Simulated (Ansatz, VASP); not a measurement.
**One calculation of TiB2, two programs**

Contents of POSCAR:

```
TiB2
1.0
    3.0292000000      0.0000000000      0.0000000000
   -1.5146000000      2.6233641531      0.0000000000
    0.0000000000      0.0000000000      3.2284000000
Ti B
1 2
Direct
    0.0000000000      0.0000000000      0.0000000000
    0.6666666667      0.3333333333      0.5000000000
    0.3333333333      0.6666666667      0.5000000000
```

File INCAR.step1:

```
PREC = Accurate ; ENCUT = 520
ISMEAR = -1 ; SIGMA = 0.05
LREAL = False ; LASPH = True
NELM = 80 ; NBANDS = 16
GGA = PE ; ALGO = Normal
EDIFF = 1E-4 ; LWAVE = True
LCHARG = False
```

File INCAR.step2:

```
PREC = Accurate ; ENCUT = 520
EDIFF = 1E-6 ; ISMEAR = -1
SIGMA = 0.05 ; LREAL = False
LASPH = True ; NELM = 80
ALGO = Normal ; ISIF = 2
LWAVE = False ; LCHARG = True
METAGGA = R2SCAN ; LMIXTAU = True
LELF = True ; LVHAR = True
NBANDS = 16 ; ISTART = 1
```

File KPOINTS:

```
regular mesh
0
Gamma
  10 10 8
```

File input.yaml:

```yaml
crystal:
  lattice:
    - [3.0292, 0.0, 0.0]
    - [-1.5146, 2.6233641531, 0.0]
    - [0.0, 0.0, 3.2284]
  atoms:
    - { symbol: Ti, position: [0.0, 0.0, 0.0] }
    - { symbol: B, position: [0.6666666667, 0.3333333333, 0.5] }
    - { symbol: B, position: [0.3333333333, 0.6666666667, 0.5] }
hamiltonian:
  xc: r2scan
  pseudopotentials: { kind: paw }
kpoints:
  mp_grid: { grid: [10, 10, 8] }
  band_path:
    path:
      - [[0.0, 0.0, 0.0], [0.5, 0.0, 0.0], [0.3333333333, 0.3333333333, 0.0], [0.0, 0.0, 0.0], [0.0, 0.0, 0.5], [0.5, 0.0, 0.5], [0.3333333333, 0.3333333333, 0.5], [0.0, 0.0, 0.5]]
      - [[0.5, 0.0, 0.5], [0.5, 0.0, 0.0]]
      - [[0.3333333333, 0.3333333333, 0.0], [0.3333333333, 0.3333333333, 0.5]]
    npoints: 14
scf:
  occupations: { method: fermi_dirac, width: 0.05 }
  n_extra_bands: 7
output:
  forces: true
  stress: true
  eigenvalues: true
  fatbands: false
```

Alike in both runs: functional r2SCAN; k mesh 10 × 10 × 8; occupations fermi-dirac, width 0.05 eV; no spin polarisation.

|  | VASP | Ansatz |
| --- | --- | --- |
| version | VASP 6.6.1 | Ansatz 0.2.0 |
| potentials or method | VASP PAW PBE potentials, release 64 (Ti_sv, B) | Ansatz PAW |
| plane-wave cutoff (eV) | 520 | 500 |
| valence electrons in the cell | 18 | 18 |
| task | single point | band structure |

|  | VASP | Ansatz | Ansatz less VASP |
| --- | --- | --- | --- |
| gap on the k mesh at the Fermi level (eV) | none | none | - |
| pressure (GPa) | -0.3 | -1.1 | -0.82 |
| traceless stress, the component that is largest in VASP (GPa) | 0.45 | 0.37 | -0.080 |

VASP's potentials were made for PBE, not for r2SCAN. A gap of «none» marks a metal or a gap that the smearing closes.
